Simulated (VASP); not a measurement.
# K (P6_3/mmc) in VASP: a series of runs, part 2 of 2

VASP 6.6.1. The steps go on from the part before.

## Step 3: Relaxation of cell and atoms, PBE

This run uses another cell than the first one, of 71.32 Å³/atom.

Input file INCAR:

```
PREC = Accurate
ENCUT = 600
EDIFF = 1E-7
ISMEAR = -1
SIGMA = 0.1
LREAL = F
LASPH = T
NELM = 80
ALGO = Normal
ISIF = 3
LWAVE = F
LCHARG = F
GGA = PE
IBRION = 2
NSW = 80
EDIFFG = -0.01
```

Input file KPOINTS:

```
regular mesh
0
Gamma
  8 8 4
```

Input file POSCAR:

```
K
1.0
    4.6549393048      0.0000000000      0.0000000000
   -2.3274696524      4.0312956910      0.0000000000
    0.0000000000      0.0000000000      7.6015158847
K
2
Direct
    0.3333333333      0.6666666667      0.2500000000
    0.6666666667      0.3333333333      0.7500000000
```

Potentials or basis: VASP PAW PBE potentials, release 64 (K_sv).

Run with:

```bash
$ cat potpaw_PBE.64/K_sv/POTCAR > POTCAR
$ mpirun -np 1 vasp_std > vasp.out
```

Wall time 82 s (1 thread of Intel Xeon 6975P-C (Granite Rapids), shared host); peak memory 0.33 GiB.

Results (log left out):

```yaml
Free_energy: -2.1232 eV
Relaxed_volume: 74.12 Å³/atom
Relaxed_cell: a = 4.717 Å, b = 4.717 Å, c = 7.695 Å, α = 90.00°, β = 90.00°, γ = 120.00°
Space_group_after_relaxing_to_0.1_Å: P6_3/mmc (No. 194)
Energy_gained_by_relaxing: 1.3 meV/atom
Ionic_steps: 3
Pressure_after_relaxing: 0.0 GPa
Band_gap_on_the_k_mesh: zero (bands 9 and 10 overlap by 2.46 eV)
```

The path:
| step | energy change (eV) | largest force (eV/Å) | pressure (GPa) | volume (Å³) |
| --- | --- | --- | --- | --- |
| 1 | 0.0000 | 0.0000 | 0.15 | 142.65 |
| 2 | -0.0011 | 0.0000 | 0.11 | 144.03 |
| 3 | -0.0026 | 0.0000 | 0.00 | 148.25 |

Final structure:
```yaml
crystal:
  lattice:
    - [4.71667, 0.00000, 0.00000]
    - [-2.35833, 4.08475, 0.00000]
    - [0.00000, 0.00000, 7.69469]
  atoms:
    - { symbol: K, position: [0.33333, 0.66667, 0.25000] }
    - { symbol: K, position: [0.66667, 0.33333, 0.75000] }
```

Levels at points of the mesh, in eV from the Fermi level:
```
           k point  band 7  band 8  band 9  band 10  band 11  band 12
(0.00, 0.00, 0.00)  -15.56  -15.56   -2.12     0.35     0.58     4.10
(0.50, 0.00, 0.00)  -15.57  -15.57    0.15     0.28     1.67     1.99
(0.00, 0.00, 0.50)  -15.56  -15.56   -1.41    -1.41     2.77     2.77
(0.50, 0.00, 0.50)  -15.57  -15.57    0.65     0.65     0.88     0.88
```

## Step 4: Single point, PBE

This run uses another cell than the first one, of 74.09 Å³/atom.

Input file INCAR:

```
SYSTEM = K
PREC     = Accurate       ! precision mode
ENCUT    = 520            ! plane-wave cutoff, eV
EDIFF    = 1E-6           ! SCF threshold, eV
ISMEAR   = -1             ! smearing method
SIGMA    = 0.1            ! smearing width, eV
LREAL    = .FALSE.        ! projectors in reciprocal space
LASPH    = .TRUE.         ! aspherical terms in the spheres
NELM     = 80             ! most SCF steps
ALGO     = Normal         ! electronic algorithm
ISIF     = 2              ! what is computed and relaxed
LWAVE    = .FALSE.        ! write WAVECAR
LCHARG   = .TRUE.         ! write CHGCAR
GGA      = PE             ! functional
LELF     = .TRUE.         ! ELF
LVHAR    = .TRUE.       
NBANDS   = 16             ! bands
```

Input file KPOINTS:

```
Automatic mesh
0
G
  13 13 7
  0 0 0
```

Input file POSCAR:

```
K
1.0
    4.7167909205      0.0000000000      0.0000000000
   -2.3583954603      4.0848607615      0.0000000000
    0.0000000000      0.0000000000      7.6905373844
K
2
Direct
    0.3333333333      0.6666666667      0.2500000000
    0.6666666667      0.3333333333      0.7500000000
```

Run with:

```bash
$ cat potpaw_PBE.64/K_sv/POTCAR > POTCAR
$ mpirun -np 1 vasp_std > vasp.out
```

It took 62 s on 1 thread of Intel Xeon 6975P-C (Granite Rapids), shared host; peak memory 0.35 GiB.

The run converged. Its results:

- Free energy: -2.1209 eV
- Pressure: 0.0 GPa
- Band gap on the k mesh: zero (bands 9 and 10 overlap by 2.09 eV)

Levels at points of the mesh, in eV from the Fermi level:
| k point | band 5 | band 6 | band 7 | band 8 | band 9 | band 10 | band 11 | band 12 | band 13 | band 14 |
| --- | --- | --- | --- | --- | --- | --- | --- | --- | --- | --- |
| (0.00, 0.00, 0.00) | -15.59 | -15.58 | -15.58 | -15.58 | -2.15 | 0.32 | 0.55 | 4.07 | 4.07 | 4.16 |

## Step 5: Single point, PBE (77.05 Å³/atom)

This run uses another cell than the first one, of 77.05 Å³/atom.

Edit INCAR of step 4 so:

```diff
@@ -3,3 +3,3 @@
 ENCUT    = 520            ! plane-wave cutoff, eV
-EDIFF    = 1E-6           ! SCF threshold, eV
+EDIFF    = 1E-7           ! SCF threshold, eV
 ISMEAR   = -1             ! smearing method
```

Input file KPOINTS:

```
regular mesh
0
G
  13 13 7
  0 0 0
```

Input file POSCAR:

```
K
1.0
    4.7788610770      0.0000000000      0.0000000000
   -2.3894305385      4.1386150938      0.0000000000
    0.0000000000      0.0000000000      7.7917402714
K
2
Direct
    0.3333333333      0.6666666667      0.2500000000
    0.6666666667      0.3333333333      0.7500000000
```

Run with:

```bash
$ cat potpaw_PBE.64/K_sv/POTCAR > POTCAR
$ mpirun -np 1 vasp_std > vasp.out
```

Run time: 75 s. Hardware: 1 thread of Intel Xeon 6975P-C (Granite Rapids), shared host; peak memory 0.35 GiB.

Results (log left out):

```yaml
Free_energy: -2.1188 eV
Pressure: -0.1 GPa
Band_gap_on_the_k_mesh: zero (bands 9 and 10 overlap by 2.05 eV)
```

Levels at points of the mesh, in eV from the Fermi level:
| k point | band 6 | band 7 | band 8 | band 9 | band 10 | band 11 | band 12 | band 13 |
| --- | --- | --- | --- | --- | --- | --- | --- | --- |
| (0.00, 0.00, 0.00) | -15.61 | -15.61 | -15.61 | -2.10 | 0.32 | 0.54 | 4.03 | 4.03 |

## Step 6: Single point, HSE06

This run uses another cell than the first one, of 74.09 Å³/atom.

Input file POSCAR:

```
K
1.0
    4.7167909557      0.0000000000      0.0000000000
   -2.3583954778      4.0848607920      0.0000000000
    0.0000000000      0.0000000000      7.6905374758
K
2
Direct
    0.3333333333      0.6666666667      0.2500000000
    0.6666666667      0.3333333333      0.7500000000
```

Input file INCAR.step1:

```
SYSTEM = K
ALGO     = Normal         ! electronic algorithm
EDIFF    = 1E-5           ! SCF threshold, eV
ENCUT    = 520            ! plane-wave cutoff, eV
GGA      = PE             ! functional
ISIF     = 2              ! what is computed and relaxed
ISMEAR   = -1             ! smearing method
LASPH    = .True.         ! aspherical terms in the spheres
LREAL    = .False.        ! projectors in reciprocal space
LWAVE    = .True.         ! write WAVECAR
NBANDS   = 16             ! bands
NELM     = 80             ! most SCF steps
PREC     = Accurate       ! precision mode
SIGMA    = 0.1            ! smearing width, eV
```

Input file INCAR.step2:

```
SYSTEM = K
ALGO     = Normal         ! electronic algorithm
EDIFF    = 1E-6           ! SCF threshold, eV
ENCUT    = 520            ! plane-wave cutoff, eV
GGA      = PE             ! functional
HFSCREEN = 0.2079         ! screening, 1/A
ISIF     = 2              ! what is computed and relaxed
ISMEAR   = -1             ! smearing method
ISTART   = 1            
LASPH    = .True.         ! aspherical terms in the spheres
LCHARG   = .True.         ! write CHGCAR
LELF     = .True.         ! ELF
LHFCALC  = .True.         ! exact exchange
LREAL    = .False.        ! projectors in reciprocal space
LVHAR    = .True.       
LWAVE    = .False.        ! write WAVECAR
NBANDS   = 16             ! bands
NELM     = 80             ! most SCF steps
PREC     = Accurate       ! precision mode
PRECFOCK = Normal       
SIGMA    = 0.1            ! smearing width, eV
```

Input file KPOINTS:

```
k-points
0
Gamma
  4 4 2
  0 0 0
```

Potentials or basis: VASP PAW PBE potentials, release 64 (K_sv).

Run with:

```bash
$ cat potpaw_PBE.64/K_sv/POTCAR > POTCAR
$ cp INCAR.step1 INCAR
$ mpirun -np 1 vasp_std > vasp.out
$ cp INCAR.step2 INCAR
$ mpirun -np 1 vasp_std > vasp.out
```

Run time: 7.7 min. Hardware: 1 thread of AMD EPYC 7R43 (Zen 3), shared host; peak memory 0.33 GiB.

Results (log left out):

```yaml
Free_energy: -2.2319 eV
Pressure: 0.1 GPa
Band_gap_on_the_k_mesh: zero (bands 9 and 10 overlap by 2.41 eV)
```

Stress tensor (GPa, compression positive):
```
 0.30  0.00  0.00
 0.00  0.30  0.00
 0.00  0.00 -0.28
```

Levels at points of the mesh, in eV from the Fermi level:
| k point | band 7 | band 8 | band 9 | band 10 | band 11 | band 12 |
| --- | --- | --- | --- | --- | --- | --- |
| (0.00, 0.00, 0.00) | -17.42 | -17.42 | -2.68 | 0.30 | 0.44 | 4.47 |
| (0.50, 0.00, 0.00) | -17.43 | -17.43 | 0.00 | 0.09 | 1.75 | 2.13 |
| (0.00, 0.00, 0.50) | -17.42 | -17.42 | -1.82 | -1.82 | 2.96 | 2.96 |
| (0.50, 0.00, 0.50) | -17.43 | -17.43 | 0.59 | 0.59 | 0.77 | 0.77 |

Caveat: the k points lie up to 0.41 Å⁻¹ apart, too coarse for converged energies and pressures of a metal; the PAW data sets were made with another functional, which shifts forces and pressure a little.

## Step 7: Summary

| task | level | cell | k mesh | cutoff (eV) | grid for exact exchange (PRECFOCK) | share of exact exchange | screening parameter | gap on the mesh (eV) | pressure (GPa) |
| --- | --- | --- | --- | --- | --- | --- | --- | --- | --- |
| single point | PBE | a = 4.653, b = 4.653, c = 7.587 Å, angles 90.0, 90.0, 120.0°, 2 atoms | 13 × 13 × 7 | 520 | - | - | - | none | 0.2 |
| relaxation of cell and atoms | PBE | relaxed from a = 4.655, b = 4.655, c = 7.602 Å, angles 90.0, 90.0, 120.0°, 2 atoms | 8 × 8 × 4 | 600 | - | - | - | none | 0.0 |
| single point | PBE | a = 4.717, b = 4.717, c = 7.691 Å, angles 90.0, 90.0, 120.0°, 2 atoms | 13 × 13 × 7 | 520 | - | - | - | none | 0.0 |
| single point | PBE | a = 4.779, b = 4.779, c = 7.792 Å, angles 90.0, 90.0, 120.0°, 2 atoms | 13 × 13 × 7 | 520 | - | - | - | none | -0.1 |
| single point | HSE06 | a = 4.717, b = 4.717, c = 7.691 Å, angles 90.0, 90.0, 120.0°, 2 atoms | 4 × 4 × 2 | 520 | Normal | 0.25 | 0.2079 1/Å | none | 0.1 |

Alike in all rows: potentials or basis VASP PAW PBE potentials, release 64 (K_sv); no spin polarisation; smearing fermi-dirac 0.1 eV.

Caveats: some runs use coarse meshes; the PAW data sets were made with another functional, which shifts forces and pressure a little (at least some runs).

Total energies depend on the potentials used, so only differences within one code and one set of settings carry meaning.
